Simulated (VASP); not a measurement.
Wanted: the native input for a VASP 6.6.1 run.

```yaml
Task: single point
Functional: PBE
Potentials_or_basis: VASP PAW PBE potentials, release 64 (Mg, Se)
Cutoff: 520 eV
k_mesh: 6 × 6 × 4
Occupations: gaussian, width 0.1 eV
Spin: no spin polarisation
Dipole_correction: no
Further_INCAR_settings: ALGO = Normal; EDIFF = 1e-06; NBANDS = 15
```

The structure of Mg4Se lies in POSCAR:

```
Mg4Se
1.0
    4.5564401000      0.0000000000      0.0000000000
   -2.2782200500      3.9459928800      0.0000000000
    0.0000000000      0.0000000000      6.3932558100
Mg Se
4 1
Direct
    0.3333333300      0.6666666700      0.0000000000
    0.6666666700      0.3333333300      0.0000000000
    0.0000000000      0.0000000000      0.8352945100
    0.0000000000      0.0000000000      0.1647054900
    0.0000000000      0.0000000000      0.5000000000
```

One way to write it, as run:

INCAR

```
SYSTEM = Mg4Se
ALGO = Normal
EDIFF = 1E-6
ENCUT = 520
GGA = PE
ISIF = 2
ISMEAR = 0
LASPH = .TRUE.
LCHARG = .TRUE.
LELF = .TRUE.
LREAL = .FALSE.
LVHAR = .TRUE.
LWAVE = .FALSE.
NBANDS = 15
NELM = 80
PREC = Accurate
SIGMA = 0.1
```

KPOINTS

```
k-points
0
G
  6 6 4
  0 0 0
```

Potentials or basis: VASP PAW PBE potentials, release 64 (Mg, Se).

Run with:

```bash
$ cat potpaw_PBE.64/Mg/POTCAR potpaw_PBE.64/Se/POTCAR > POTCAR
$ mpirun -np 1 vasp_std > vasp.out
```

Results of the run:

| Item | Value |
| --- | --- |
| Pressure | 23.1 GPa |
| Largest force | 1.791 eV/Å |
| Band gap on the k mesh | zero (band 7 reaches 3.47 eV, above the bottom of band 8 at 2.19 eV) |

Caveat: forces of over 1 eV/Å act on the atoms, so gaps and moduli don't describe the material at rest.

It took 27 s on 1 thread of Intel(R) Xeon(R) Platinum 8488C (Sapphire Rapids), with other jobs on the host, peak memory 0.25 GiB.
